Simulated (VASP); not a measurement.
Write the native input for VASP 6.6.1 that does the following.

- Task: relaxation of cell and atoms
- Functional: LDA
- Potentials or basis: VASP PAW LDA potentials, release 64 (Ru_pv)
- Cutoff: 600 eV
- k mesh: 15 × 15 × 15
- Occupations: fermi-dirac, width 0.1 eV
- Spin: no spin polarisation
- Target pressure: 250 GPa
- Dipole correction: no
- Further INCAR settings: ALGO = Normal; EDIFF = 1e-06; IBRION = 2; EDIFFG = -0.005; NSW = 32; ISIF = 3

The structure of Ru lies in POSCAR:

```
Ru
1.0
    0.0000000000      2.2972605285      2.2972605285
    2.2972605285      0.0000000000      2.2972605285
    2.2972605285      2.2972605285      0.0000000000
Ru
2
Direct
   -0.1250000000     -0.1250000000     -0.1250000000
    0.1250000000      0.1250000000      0.1250000000
```

This isn't the form of Ru at room conditions, which is hcp.

One way to write it, as run:

INCAR

```
PREC     = Accurate       # precision mode
ENCUT    = 600            # plane-wave cutoff, eV
EDIFF    = 1E-6           # SCF threshold, eV
ISMEAR   = -1             # smearing method
SIGMA    = 0.1            # smearing width, eV
LREAL    = F              # projectors in reciprocal space
LASPH    = T              # aspherical terms in the spheres
NELM     = 60             # most SCF steps
ALGO     = Normal         # electronic algorithm
ISIF     = 3              # what is computed and relaxed
LWAVE    = F              # write WAVECAR
LCHARG   = F              # write CHGCAR
IBRION   = 2              # ionic algorithm
NSW      = 32             # ionic steps
EDIFFG   = -0.005         # ionic threshold
PSTRESS  = 2500.0
```

KPOINTS

```
Automatic mesh
0
Gamma
  15 15 15
```

Potentials or basis: VASP PAW LDA potentials, release 64 (Ru_pv).

Launch:

```sh
$ cat potpaw_LDA.64/Ru_pv/POTCAR > POTCAR
$ mpirun -np 1 vasp_std > vasp.out
```

It gave:

```json
{
 "Relaxed volume": "12.23 Å³/atom",
 "Relaxed cell": "a = 3.258 Å, b = 3.258 Å, c = 3.258 Å, α = 60.00°, β = 60.00°, γ = 60.00°",
 "Space group after relaxing (to 0.1 Å)": "Fd-3m (No. 227)",
 "Energy change on relaxing (the run minimises the enthalpy)": "-164.5 meV/atom",
 "Ionic steps": "11",
 "Pressure after relaxing": "250.1 GPa",
 "Band gap on the k mesh": "zero (bands 14 and 15 overlap by 1.56 eV)"
}
```

Caveat: the cell is relaxed towards a set pressure, so the run minimises the enthalpy, not the energy; atoms lie so close that the PAW spheres overlap strongly, which falsifies energies and pressures.

It took 95 s on 1 thread of AMD EPYC 9R45 96-Core Processor (Zen 5), on a shared host, peak memory 0.16 GiB.
